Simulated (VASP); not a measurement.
A run of VASP 6.6.1:

The input INCAR:

```
ALGO = Fast ; EDIFF = 1E-6
ENCUT = 520 ; GGA = PE
ISIF = 2 ; ISMEAR = 0
LASPH = T ; LCHARG = F
LREAL = F ; LWAVE = F
NBANDS = 34 ; NELM = 100
PREC = Accurate ; SIGMA = 0.1
```

Contents of KPOINTS:

```
k-points
0
Gamma
  8 8 6
```

File POSCAR:

```
GeCl5
1.0
    4.9397585431      0.0000000000      0.0000000000
    0.0000000000      4.9397585431      0.0000000000
    0.0000000000      0.0000000000      6.8151839202
Ge Cl
1 5
Direct
    0.5000000000      0.5000000000      0.0000000000
    0.0000000000      0.5000000000      0.1890146332
    0.5000000000      0.0000000000      0.1890146332
    0.0000000000      0.5000000000      0.8109853668
    0.5000000000      0.0000000000      0.8109853668
    0.0000000000      0.0000000000      0.5000000000
```

Potentials or basis: VASP PAW PBE potentials, release 64 (Ge_d, Cl).

Command:

```bash
$ cat potpaw_PBE.64/Ge_d/POTCAR potpaw_PBE.64/Cl/POTCAR > POTCAR
$ mpirun -np 1 vasp_std > vasp.out
```

Hardware: 1 thread of Oxide Virtual Turin-like Processor (shared host).

Q: Estimate the wall time of this run.

A: It took 10 min on 1 thread of Oxide Virtual Turin-like Processor, with other jobs on the host, peak memory 0.4 GiB. Counts: scf iterations 15, k points 60.
